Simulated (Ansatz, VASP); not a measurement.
One calculation of SiO, two programs

Contents of INCAR:

```
PREC     = Accurate       # precision mode
ENCUT    = 600            # plane-wave cutoff, eV
EDIFF    = 1E-6           # SCF threshold, eV
ISMEAR   = -1             # smearing method
SIGMA    = 0.05           # smearing width, eV
LREAL    = F              # projectors in reciprocal space
LASPH    = T              # aspherical terms in the spheres
NELM     = 60             # most SCF steps
ALGO     = Normal         # electronic algorithm
ISIF     = 3              # what is computed and relaxed
LWAVE    = F              # write WAVECAR
LCHARG   = F              # write CHGCAR
GGA      = RE             # functional
IVDW     = 12             # dispersion correction
IBRION   = 2              # ionic algorithm
NSW      = 60             # ionic steps
EDIFFG   = -0.01          # ionic threshold
```

Contents of KPOINTS:

```
regular mesh
0
Gamma
  9 9 9
```

POSCAR

```
SiO
1.0
    2.8069700000      0.0000000000      0.0000000000
    0.0000000000      2.8069700000      0.0000000000
    0.0000000000      0.0000000000      2.8069700000
Si O
1 1
Direct
    0.0000000000      0.0000000000      0.0000000000
    0.5000000000      0.5000000000      0.5000000000
```

File input.yaml:

```yaml
crystal:
  lattice:
    - [2.80697, 0.0, 0.0]
    - [0.0, 2.80697, 0.0]
    - [0.0, 0.0, 2.80697]
  atoms:
    - { symbol: Si, position: [0.0, 0.0, 0.0] }
    - { symbol: O, position: [0.5, 0.5, 0.5] }
hamiltonian:
  xc: revpbe
  pseudopotentials: { kind: paw }
  dispersion: d3bj
kpoints:
  mp_grid: { grid: [9, 9, 9] }
scf:
  occupations: { method: fermi_dirac, width: 0.05 }
output:
  forces: true
  stress: true
  eigenvalues: true
relax:
  f_tol: 0.01
  max_steps: 40
  cell: { stress_tol: 0.05 }
```

Alike in both runs: task relaxation of cell and atoms; functional revPBE; dispersion D3(BJ); k mesh 9 × 9 × 9; occupations fermi-dirac, width 0.05 eV; no spin polarisation.

|  | VASP | Ansatz |
| --- | --- | --- |
| version | VASP 6.6.1 | Ansatz 0.2.0 |
| potentials or method | VASP PAW PBE potentials, release 64 (Si, O) | Ansatz PAW |
| plane-wave cutoff (eV) | 600 | 420 |
| valence electrons in the cell | 10 | 10 |

VASP gave:

```
gap on the k mesh at the Fermi level, each at its own relaxed structure (eV) : none
relaxed volume (Å³/atom)                                                     : 10.71
relaxed cell length with the largest relative difference (Å)                 : 2.777
```

Estimate Ansatz's values.

gap on the k mesh at the Fermi level, each at its own relaxed structure (eV): none; relaxed volume (Å³/atom): 10.74; relaxed cell length with the largest relative difference (Å): 2.780.

VASP's potentials were made for PBE, not for revPBE. A gap of «none» marks a metal or a gap that the smearing closes.

Noted on Ansatz's run: the plane-wave basis is chosen anew once the cell has moved, so the energies of steps on either side of that aren't comparable.
